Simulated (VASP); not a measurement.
# Si4Hg (Cmmm) in VASP: notebook, part 2 of 2

VASP 6.6.1.

## 3. Single point, PBE

This run uses another cell than the first one, of 19.07 Å³/atom.

Contents of INCAR:

```
PREC     = Accurate       # precision mode
ENCUT    = 500            # plane-wave cutoff, eV
EDIFF    = 1E-6           # SCF threshold, eV
ISMEAR   = 0              # smearing method
SIGMA    = 0.1            # smearing width, eV
LREAL    = False          # projectors in reciprocal space
LASPH    = True           # aspherical terms in the spheres
NELM     = 120            # most SCF steps
ALGO     = Normal         # electronic algorithm
ISIF     = 2              # what is computed and relaxed
LWAVE    = False          # write WAVECAR
LCHARG   = False          # write CHGCAR
GGA      = PE             # functional
NBANDS   = 22             # bands
GGA_COMPAT= False
```

Contents of KPOINTS:

```
regular mesh
0
Gamma
  6 6 4
```

Contents of POSCAR:

```
Si4Hg
1.0
    2.4554859531     -2.5589088107      0.0000000000
    2.4554859531      2.5589088107      0.0000000000
    0.0000000000      0.0000000000      7.5893788022
Si Hg
4 1
Direct
    0.0000000000      0.5000000000      0.8350704588
    0.5000000000      0.0000000000      0.1649295412
    0.0000000000      0.5000000000      0.1649295412
    0.5000000000      0.0000000000      0.8350704588
    0.5000000000      0.5000000000      0.5000000000
```

Potentials or basis: VASP PAW PBE potentials, release 64 (Si, Hg).

Command:

```console
$ cat potpaw_PBE.64/Si/POTCAR potpaw_PBE.64/Hg/POTCAR > POTCAR
$ mpirun -np 1 vasp_std > vasp.out
```

OUTCAR:

```text
PREC = Accurate
   ENCUT = 500
   EDIFF = 1E-6
   ISMEAR = 0
   LREAL = False
   LASPH = True
   NELM = 120
   ISIF = 2
   GGA = PE

 ion  position               nearest neighbor table
   1  0.000  0.500  0.835-   4 2.46   4 2.46   3 2.50   4 2.56   4 2.56   5 3.10   5 3.10
   2  0.500  0.000  0.165-   3 2.46   3 2.46   4 2.50   3 2.56   3 2.56   5 3.10   5 3.10
   3  0.000  0.500  0.165-   2 2.46   2 2.46   1 2.50   2 2.56   2 2.56   5 3.10   5 3.10
   4  0.500  0.000  0.835-   1 2.46   1 2.46   2 2.50   1 2.56   1 2.56   5 3.10   5 3.10
   5  0.500  0.500  0.500-   1 3.10   2 3.10   3 3.10   4 3.10   2 3.10   4 3.10   1 3.10   3 3.10

  LATTYP: Found a base centered orthorhombic cell.
 ALAT       =     4.9109719062
 B/A-ratio  =     1.0421190997
 C/A-ratio  =     1.5453924289

  Lattice vectors:

 A1 = (   2.4554859531,  -2.5589088107,   0.0000000000)
 A2 = (   2.4554859531,   2.5589088107,   0.0000000000)
 A3 = (   0.0000000000,   0.0000000000,   7.5893788022)

Analysis of symmetry for initial positions (statically):
=====================================================================
 Subroutine PRICEL returns:
 Original cell was already a primitive cell.

 Routine SETGRP: Setting up the symmetry group for a
 base centered orthorhombic supercell.

 Subroutine GETGRP returns: Found  8 space group operations
 (whereof  8 operations were pure point group operations)
 out of a pool of  8 trial point group operations.

The static configuration has the point symmetry D_2h.

Analysis of symmetry for dynamics (positions and initial velocities):
=====================================================================
 Subroutine PRICEL returns:
 Original cell was already a primitive cell.

 Routine SETGRP: Setting up the symmetry group for a
 base centered orthorhombic supercell.

 Subroutine GETGRP returns: Found  8 space group operations
[... 128 lines left out ...]
     AMIX     =   0.40;   BMIX     =  1.00
     AMIX_MAG =   1.60;   BMIX_MAG =  1.00
  volume/ion in A,a.u.               =      19.07       128.72
  Fermi-wavevector in a.u.,A,eV,Ry     =   1.088056  2.056128 16.107480  1.183866
  Thomas-Fermi vector in A             =   2.224229
   LORBIT       =      0    0 simple, 1 ext, 2 COOP (PROOUT), +10 PAW based schemes
   GGA     = PE    functional components
   LHFCALC =     F    Hartree Fock is set to
   AEXX    =    0.0000 exact exchange contribution
   IVDW    =     0    specifies the selected vdW correction
   LEPSILON=     F    determine dielectric tensor
   LRPA    =     F    only Hartree local field effects (RPA)
 non-spin polarized calculation
 Gauss-broadening in eV      SIGMA  =   0.10
  energy-cutoff  :      500.00
  volume of cell :       95.37
 maximum number of plane-waves:      2445
 NGX is ok and might be reduce to    28
   NGX = 13   NGY = 13   NGZ = 27

 number of electron      28.0000004 magnetization

 Free energy of the ion-electron system (eV)
  ---------------------------------------------------
  ext. energy  EPLUGINS =         0.00000000
  ---------------------------------------------------
  free energy    TOTEN  =       -19.79375807 eV

  energy without entropy =      -19.77780808  energy(sigma->0) =      -19.78578307

 E-fermi :   5.8709     XC(G=0): -10.2574

 val. band max:        5.8530202319   @ k =  -0.3333   0.3333   0.2500
 cond. band min:       5.8769103006   @ k =   0.1667   0.0000   0.0000
 fundamental gap:      0.0238900687
 Fermi energy:         5.8709229559

 k-point     1 :       0.0000    0.0000    0.0000
  band No.  band energies     occupation
      1      -6.7212      2.00000
      2      -4.4162      2.00000
      3      -1.0515      2.00000
      4      -1.0477      2.00000
      5      -0.8550      2.00000
      6      -0.5604      2.00000
[... 589 lines left out ...]
     21      12.0626      0.00000
     22      12.4295      0.00000

 [... further k-points ...]

------------------------ aborting loop because EDIFF is reached ----------------------------------------

  FORCE on cell =-STRESS in cart. coord.  units (eV):
  Direction    XX          YY          ZZ          XY          YZ          ZX
  --------------------------------------------------------------------------------------
  -------------------------------------------------------------------------------------
  Total        0.1466482     -0.1438529      0.1224441     -0.0000000      0.0000000      0.0000000
  in kB        2.4635354     -2.4165769      2.0569321     -0.0000000      0.0000000      0.0000000
  external PRESSURE =       0.7012968 kB  Pullay stress =       0.0000000 kB

 VOLUME and BASIS-vectors are now :
 -----------------------------------------------------------------------------
  energy-cutoff  :      500.00
  volume of cell :       95.37
      direct lattice vectors                 reciprocal lattice vectors
     2.455485953 -2.558908811  0.000000000     0.203625681 -0.195395787  0.000000000
     2.455485953  2.558908811  0.000000000     0.203625681  0.195395787  0.000000000
     0.000000000  0.000000000  7.589378802     0.000000000  0.000000000  0.131763090

 POSITION                                       TOTAL-FORCE (eV/Angst)
 -----------------------------------------------------------------------------------
      1.22774      1.27945      6.33767        -0.000000     -0.000000      0.006173
      1.22774     -1.27945      1.25171         0.000000      0.000000     -0.006173
      1.22774      1.27945      1.25171         0.000000      0.000000     -0.006173
      1.22774     -1.27945      6.33767        -0.000000      0.000000      0.006173
      2.45549      0.00000      3.79469        -0.000000      0.000000      0.000000
 -----------------------------------------------------------------------------------
    total drift:                                0.000000      0.000000      0.000000

  FREE ENERGIE OF THE ION-ELECTRON SYSTEM (eV)
  ---------------------------------------------------
  free  energy   TOTEN  =       -19.7937580691 eV

  energy  without entropy=      -19.7778080794  energy(sigma->0) =      -19.78578307
```

OSZICAR:

```text
N       E                     dE             d eps       ncg     rms          rms(c)
DAV:   1     0.112468740463E+03    0.11247E+03   -0.11796E+04  1716   0.108E+03
DAV:   2    -0.153177360156E+02   -0.12779E+03   -0.12021E+03  1962   0.219E+02
DAV:   3    -0.208732611370E+02   -0.55555E+01   -0.54806E+01  2162   0.426E+01
DAV:   4    -0.209305086697E+02   -0.57248E-01   -0.57194E-01  2004   0.470E+00
DAV:   5    -0.209314339190E+02   -0.92525E-03   -0.92517E-03  2158   0.587E-01    0.667E+00
DAV:   6    -0.198029577628E+02    0.11285E+01   -0.39079E+00  1970   0.186E+01    0.543E+00
DAV:   7    -0.198052253662E+02   -0.22676E-02   -0.35367E-01  1962   0.352E+00    0.289E+00
DAV:   8    -0.197946019670E+02    0.10623E-01   -0.45004E-02  2072   0.179E+00    0.387E-01
DAV:   9    -0.197936537952E+02    0.94817E-03   -0.78303E-03  2010   0.932E-01    0.147E-01
DAV:  10    -0.197937132486E+02   -0.59453E-04   -0.64305E-04  1920   0.139E-01    0.962E-02
DAV:  11    -0.197937528062E+02   -0.39558E-04   -0.99566E-05  2038   0.660E-02    0.187E-02
DAV:  12    -0.197937571842E+02   -0.43780E-05   -0.12688E-05  2022   0.275E-02    0.775E-03
DAV:  13    -0.197937580691E+02   -0.88495E-06   -0.23981E-06  1768   0.816E-03
   1 F= -.19793758E+02 E0= -.19785783E+02  d E =-.159500E-01
```

stdout:

```text
POSCAR found type information on POSCAR SiHg
 POSCAR found :  2 types and       5 ions
 scaLAPACK will be used
 LDA part: xc-table for (Slater+PW92), standard interpolation
 POSCAR, INCAR and KPOINTS ok, starting setup
 FFT: planning ... GRIDC
 FFT: planning ... GRID_SOFT
 FFT: planning ... GRID
 WAVECAR not read
 entering main loop
```

It took 44 s on 1 thread of Intel Xeon Platinum 8488C (Sapphire Rapids), shared host; peak memory 0.23 GiB.

What came out:

| Property | Result |
| --- | --- |
| Free energy | -19.7938 eV |
| Pressure | 0.1 GPa |
| Largest force | 0.006 eV/Å |
| Band gap on the k mesh | zero (bands 14 and 15 overlap by 3.29 eV) |

Forces on the atoms (eV/Å):
```
Si   0.000  0.000  0.006
Si   0.000  0.000 -0.006
Si   0.000  0.000 -0.006
Si   0.000  0.000  0.006
Hg   0.000  0.000  0.000
```

Caveat: spin-orbit coupling is left out, which moves the levels of the heavy elements.

The gap in the log of VASP goes by the Fermi energy; the results here count the filled bands.